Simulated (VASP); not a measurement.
# Si16HC16 (a cell with a defect) in VASP: notebook

Si16HC16 (a cell with a defect) is run at these levels: PBE; tasks: single point.

Program: VASP 6.6.1. These are calculated values, not measurements. Logs are shortened: lines on timing, memory, paths and dates and some standing lists are left out, and cuts for length are marked.

### Step 1. The cell of the first run

The cell holds a defect, 33 atoms: a = 6.188 Å, b = 6.188 Å, c = 10.129 Å, α = 90.00°, β = 90.00°, γ = 120.00°.

### Step 2. Single point, PBE, collinear spin

INCAR reads:

```
SYSTEM = Si16HC16
ALGO     = Normal         ! electronic algorithm
EDIFF    = 1E-7           ! SCF threshold, eV
ENCUT    = 520            ! plane-wave cutoff, eV
GGA      = PE             ! functional
ISIF     = 2              ! what is computed and relaxed
ISMEAR   = 0              ! smearing method
ISPIN    = 2              ! spin polarisation
LASPH    = .True.         ! aspherical terms in the spheres
LCHARG   = .False.        ! write CHGCAR
LORBIT   = 11             ! projections on sites
LREAL    = Auto         
LWAVE    = .False.        ! write WAVECAR
MAGMOM   = 0 0 0 0 0 0 0 0 0 0 0 0 0 0 0 0 0 0 0 0 0 0 0 0 0 0 0 0 0 0 0 0 0.21 ! initial moments
NBANDS   = 90             ! bands
NELM     = 150            ! most SCF steps
PREC     = Accurate       ! precision mode
SIGMA    = 0.02           ! smearing width, eV
```

KPOINTS reads:

```
k-points
0
Gamma
  2 2 2
  0 0 0
```

POSCAR reads:

```
Si16HC16
1.0
    3.0941201802     -5.3591733569      0.0000000000
   -6.1882403605      0.0000000001      0.0000000000
    0.0000000000      0.0000000000    -10.1293392031
Si C H
16 16 1
Direct
    0.3319254448      0.1639325815      0.0620940801
    0.8333723697      0.1667686138      0.0615288902
    0.3318786092      0.6682586747      0.0621125413
    0.8362332587      0.6682273086      0.0621032614
    0.1669906794      0.3335775779      0.5621706299
    0.6665580234      0.3335813594      0.5621572035
    0.1667359760      0.8334026876      0.5621110998
    0.6665686594      0.8331618102      0.5621680631
    0.4999946487      0.5001244865      0.3128067820
    0.9997312353      0.4995136597      0.3126158515
    0.5006124679      1.0003984620      0.3126128898
    0.9997726596      1.0003609105      0.3126589935
    0.5000215185      0.5001353359      0.8127901371
    0.9996577165      0.4993771951      0.8111068092
    0.5007684621      1.0004935884      0.8111069079
    0.9997054850      1.0004517528      0.8110826220
    0.3336732889      0.1673762163      0.2512402783
    0.8333886035      0.1667301908      0.2499994273
    0.3336337306      0.6664841083      0.2512539021
    0.8327441012      0.6664452394      0.2512572586
    0.1673940999      0.3337739555      0.7499567196
    0.6663557534      0.3337933990      0.7499427996
    0.1667387749      0.8334055415      0.7501910882
    0.6663831830      0.8327710875      0.7499557323
   -0.0000789301      0.0002287857      0.4999928325
    0.5003553387      0.0002626838      0.4999592667
   -0.0001227801      0.4997755296      0.4999664735
    0.5000524935      0.5000981428      0.4997606358
   -0.0019529131      0.0021098812      0.9976244054
    0.5039956389      0.0021330906      0.9976818623
   -0.0019870602      0.4961431066      0.9976821585
    0.5000054713      0.5001536525      1.0003596283
    1.1664379157      0.8336832109      0.1243009020
```

Potentials or basis: VASP PAW PBE potentials, release 64 (Si, C, H).

Run with:

```console
> cat potpaw_PBE.64/Si/POTCAR potpaw_PBE.64/C/POTCAR potpaw_PBE.64/H/POTCAR > POTCAR
> mpirun -np 1 vasp_std > vasp.out
```

OUTCAR:

```text
SYSTEM = Si16HC16
   EDIFF = 1E-7
   ENCUT = 520
   GGA = PE
   ISIF = 2
   ISMEAR = 0
   ISPIN = 2
   LASPH = .True.
   LORBIT = 11
   LREAL = Auto
   NELM = 150
   PREC = Accurate

 ion  position               nearest neighbor table
   1  0.332  0.164  0.062-  33 1.88  30 1.90  29 1.91  32 1.91  17 1.92   3 3.07   4 3.07   2 3.09
                             2 3.09  11 3.10  12 3.10  13 3.10  15 3.10  16 3.10   9 3.11   4 3.12
   2  0.833  0.167  0.062-  29 1.88  31 1.88  30 1.88  18 1.91   1 3.09   4 3.09   3 3.09   3 3.09
                             4 3.09   1 3.09  15 3.10  14 3.10  16 3.10  10 3.11  11 3.11  12 3.11
   3  0.332  0.668  0.062-  33 1.88  31 1.90  30 1.90  32 1.91  19 1.92   4 3.07   1 3.07   2 3.09
                             2 3.09  11 3.10  10 3.10  13 3.10  14 3.10  15 3.10   9 3.11   1 3.12
   4  0.836  0.668  0.062-  33 1.88  31 1.90  29 1.91  32 1.91  20 1.92   3 3.07   1 3.07   2 3.09
                             2 3.09  10 3.10  12 3.10  13 3.10  14 3.10  16 3.10   9 3.11   1 3.12
   5  0.167  0.334  0.562-  28 1.89  27 1.89  25 1.89  21 1.90  16 3.09  14 3.09   6 3.09   8 3.09
                             9 3.09   7 3.09   7 3.09  12 3.09  10 3.09   8 3.10   6 3.10  13 3.10
   6  0.667  0.334  0.562-  28 1.89  27 1.89  26 1.89  22 1.90  15 3.09  14 3.09   5 3.09   8 3.09
                             9 3.09   7 3.09   7 3.09  10 3.09  11 3.09   8 3.10   5 3.10  13 3.10
   7  0.167  0.833  0.562-  25 1.90  26 1.90  27 1.90  23 1.91  16 3.09  14 3.09  15 3.09   5 3.09
                             8 3.09   6 3.09   6 3.09   8 3.09   5 3.09  12 3.10  11 3.10  10 3.10
   8  0.667  0.833  0.562-  28 1.89  26 1.89  25 1.89  24 1.90  16 3.09  15 3.09   6 3.09   5 3.09
                             9 3.09   7 3.09   7 3.09  12 3.09  11 3.09   5 3.10   6 3.10  13 3.10
   9  0.500  0.500  0.313-  19 1.89  20 1.89  17 1.89  28 1.89   5 3.09   8 3.09   6 3.09  10 3.09
[... 16 lines left out ...]
  18  0.833  0.167  0.250-  11 1.89  12 1.89  10 1.89   2 1.91
  19  0.334  0.666  0.251-   9 1.89  10 1.89  11 1.89   3 1.92
  20  0.833  0.666  0.251-   9 1.89  10 1.89  12 1.89   4 1.92
  21  0.167  0.334  0.750-  16 1.89  14 1.89  13 1.89   5 1.90
  22  0.666  0.334  0.750-  15 1.89  14 1.89  13 1.89   6 1.90
[... 8 lines left out ...]
  31  0.998  0.496  0.998-   2 1.88  14 1.89   4 1.90   3 1.90
  32  0.500  0.500  0.000-  13 1.90   1 1.91   4 1.91   3 1.91
  33  0.166  0.834  0.124-   4 1.88   1 1.88   3 1.88

  LATTYP: Found a hexagonal cell.
 ALAT       =     6.1882403605
 C/A-ratio  =     1.6368690634

  Lattice vectors:

 A1 = (   3.0941201802,  -5.3591733569,   0.0000000000)
 A2 = (  -6.1882403605,   0.0000000001,   0.0000000000)
 A3 = (   0.0000000000,   0.0000000000, -10.1293392031)

Analysis of symmetry for initial positions (statically):
=====================================================================
 Subroutine PRICEL returns:
 Original cell was already a primitive cell.

 Routine SETGRP: Setting up the symmetry group for a
 hexagonal supercell.

 Subroutine GETGRP returns: Found  1 space group operations
 (whereof  1 operations were pure point group operations)
 out of a pool of 24 trial point group operations.

The static configuration has the point symmetry C_1 .
[... 226 lines left out ...]
 Fermi energy:         8.3019450203

 spin component 1

 k-point     1 :       0.0000    0.0000    0.0000
  band No.  band energies     occupation
      1      -7.3886      1.00000
      2      -6.2571      1.00000
      3      -6.1339      1.00000
      4      -3.9723      1.00000
      5      -3.9722      1.00000
      6      -3.9287      1.00000
[... 621 lines left out ...]
     75      13.5200      0.00000
     76      13.5409      0.00000
 Fermi energy:         8.3019450203

 spin component 2

 k-point     1 :       0.0000    0.0000    0.0000
  band No.  band energies     occupation
      1      -7.3635      1.00000
      2      -6.2263      1.00000
      3      -6.1217      1.00000
      4      -3.9572      1.00000
      5      -3.9570      1.00000
      6      -3.9159      1.00000
[... 621 lines left out ...]
     75      13.5305      0.00000
     76      13.5503      0.00000
 [bands above 76 left out]

------------------------ aborting loop because EDIFF is reached ----------------------------------------

  FORCE on cell =-STRESS in cart. coord.  units (eV):
  Direction    XX          YY          ZZ          XY          YZ          ZX
  --------------------------------------------------------------------------------------
  -------------------------------------------------------------------------------------
  Total        3.7727983      3.7843367      0.7787464      0.0112601      0.0041968     -0.0073908
  in kB       17.9940150     18.0490463      3.7141592      0.0537041      0.0200162     -0.0352499
  external PRESSURE =      13.2524068 kB  Pullay stress =       0.0000000 kB

 VOLUME and BASIS-vectors are now :
 -----------------------------------------------------------------------------
  energy-cutoff  :      520.00
  volume of cell :      335.93
      direct lattice vectors                 reciprocal lattice vectors
     3.094120180 -5.359173357  0.000000000    -0.000000000 -0.186595942  0.000000000
    -6.188240361  0.000000000  0.000000000    -0.161596826 -0.093297971  0.000000000
     0.000000000  0.000000000-10.129339203     0.000000000  0.000000000 -0.098723123

 POSITION                                       TOTAL-FORCE (eV/Angst)
 -----------------------------------------------------------------------------------
      0.01256     -1.77885     -0.62897        -0.004691     -0.003593      0.002971
      1.54655     -4.46619     -0.62325        -0.001123      0.000841      0.006448
     -3.10847     -1.77860     -0.62916         0.005322     -0.003861      0.003270
     -1.54774     -4.48152     -0.62907         0.000123      0.006618      0.003295
     -1.54757     -0.89493     -5.69442         0.001450     -0.005978      0.001368
     -0.00187     -3.57220     -5.69428        -0.003705      0.001557     -0.000369
[... 25 lines left out ...]
     -1.54799     -2.67962     -0.00364        -0.002157     -0.000660      0.004550
     -4.64405     -0.89197     -1.25909         0.003077     -0.002473      0.006917
 -----------------------------------------------------------------------------------
    total drift:                                0.014920      0.007778     -0.001738

  FREE ENERGIE OF THE ION-ELECTRON SYSTEM (eV)
  ---------------------------------------------------
  free  energy   TOTEN  =      -240.5991841642 eV

  energy  without entropy=     -240.5972582149  energy(sigma->0) =     -240.59822119

 total charge

# of ion       s       p       d       tot
------------------------------------------
    1        0.697   0.953   0.000   1.650
    2        0.707   0.966   0.000   1.674
    3        0.697   0.952   0.000   1.650
    4        0.697   0.953   0.000   1.650
    5        0.703   0.964   0.000   1.667
    6        0.703   0.964   0.000   1.667
[... 25 lines left out ...]
   32        0.839   1.684   0.000   2.523
   33        0.494   0.021   0.000   0.515
--------------------------------------------------
tot         25.085  42.596   0.000  67.681

 magnetization (x)

# of ion       s       p       d       tot
------------------------------------------
    1        0.003  -0.002   0.000   0.001
    2       -0.000   0.003   0.000   0.003
    3        0.003  -0.002   0.000   0.001
    4        0.003  -0.002   0.000   0.001
    5        0.001   0.001   0.000   0.001
    6        0.001   0.001   0.000   0.001
[... 25 lines left out ...]
   32        0.001   0.016   0.000   0.017
   33        0.126   0.001   0.000   0.127
--------------------------------------------------
tot          0.155   0.118   0.000   0.273
```

OSZICAR:

```text
N       E                     dE             d eps       ncg     rms          rms(c)
DAV:   1     0.365717396482E+03    0.36572E+03   -0.58315E+04  2880   0.129E+03
DAV:   2    -0.229373352720E+03   -0.59509E+03   -0.55983E+03  3588   0.225E+02
DAV:   3    -0.268729650321E+03   -0.39356E+02   -0.38943E+02  3560   0.547E+01
DAV:   4    -0.269527320135E+03   -0.79767E+00   -0.79479E+00  3568   0.860E+00
DAV:   5    -0.269548557056E+03   -0.21237E-01   -0.21214E-01  3488   0.134E+00    0.347E+01
DAV:   6    -0.241369361350E+03    0.28179E+02   -0.90782E+01  3286   0.221E+01    0.154E+01
DAV:   7    -0.240715869124E+03    0.65349E+00   -0.81492E+00  3632   0.704E+00    0.678E+00
DAV:   8    -0.240603032956E+03    0.11284E+00   -0.49441E-01  3374   0.193E+00    0.192E+00
DAV:   9    -0.240596531538E+03    0.65014E-02   -0.72427E-02  3352   0.818E-01    0.357E-01
DAV:  10    -0.240597995338E+03   -0.14638E-02   -0.46633E-03  3472   0.214E-01    0.253E-01
DAV:  11    -0.240599023487E+03   -0.10281E-02   -0.90768E-04  3336   0.104E-01    0.910E-02
DAV:  12    -0.240599171374E+03   -0.14789E-03   -0.19118E-04  3384   0.506E-02    0.314E-02
DAV:  13    -0.240599177240E+03   -0.58666E-05   -0.56049E-05  3568   0.246E-02    0.147E-02
DAV:  14    -0.240599181259E+03   -0.40188E-05   -0.90254E-06  3296   0.958E-03    0.473E-03
DAV:  15    -0.240599182962E+03   -0.17026E-05   -0.12965E-06  3328   0.371E-03    0.252E-03
DAV:  16    -0.240599183824E+03   -0.86266E-06   -0.22253E-07  2544   0.159E-03    0.143E-03
DAV:  17    -0.240599184169E+03   -0.34464E-06   -0.50475E-08  1776   0.760E-04    0.754E-04
DAV:  18    -0.240599184164E+03    0.46621E-08   -0.15996E-08  1776   0.461E-04
   1 F= -.24059918E+03 E0= -.24059822E+03  d E =-.192595E-02  mag=     0.5000
```

stdout:

```text
POSCAR found type information on POSCAR SiC H
 POSCAR found :  3 types and      33 ions
 scaLAPACK will be used
 LDA part: xc-table for (Slater+PW92), standard interpolation
 POSCAR, INCAR and KPOINTS ok, starting setup
 FFT: planning ... GRIDC
 FFT: planning ... GRID_SOFT
 FFT: planning ... GRID
 WAVECAR not read
 entering main loop
```

Run time: 24 min. Hardware: 1 thread of Oxide Virtual Turin-like, shared host; peak memory 0.71 GiB.

What came out:

```yaml
Free_energy: -240.5992 eV
Pressure: 1.3 GPa
Largest_force: 0.021 eV/Å
Net_moment: 0.50 μB per cell
Site_moments: Si +0.00, +0.01, -0.00 (each value once); C +0.01, +0.00, -0.00, +0.02 (each value once); H +0.13 μB
Valence_electrons_inside_the_program's_atomic_spheres: Si 1.65, 1.67, 1.66 (each value once); C 2.53, 2.54, 2.52 (each value once); H 0.52
```

Forces on the atoms (eV/Å):
```
Si  -0.005 -0.004  0.003
Si  -0.001  0.001  0.006
Si   0.005 -0.004  0.003
Si   0.000  0.007  0.003
Si   0.001 -0.006  0.001
Si  -0.004  0.002  0.000
Si  -0.002  0.001 -0.003
Si   0.006  0.001  0.002
Si   0.002 -0.002 -0.013
Si   0.007  0.004  0.001
Si   0.000 -0.008  0.002
Si  -0.008  0.005  0.006
Si   0.002 -0.002  0.008
Si  -0.001 -0.002 -0.002
Si   0.002  0.001 -0.002
Si   0.001 -0.001 -0.001
C    0.000 -0.001  0.003
C   -0.002 -0.001 -0.007
C    0.003 -0.001  0.002
C    0.000  0.000  0.005
C   -0.002  0.002 -0.005
C    0.000  0.001 -0.006
C   -0.002  0.004  0.003
C   -0.001  0.001 -0.005
C    0.005 -0.001  0.005
C    0.001  0.007  0.003
C   -0.006 -0.005  0.003
C   -0.003  0.003  0.000
C    0.015 -0.008 -0.013
C    0.001  0.018 -0.006
C   -0.016 -0.009 -0.007
C   -0.002 -0.001  0.005
H    0.003 -0.002  0.007
```

Caveat: the k points lie up to 0.59 Å⁻¹ apart.

[end of part 1 of 2]
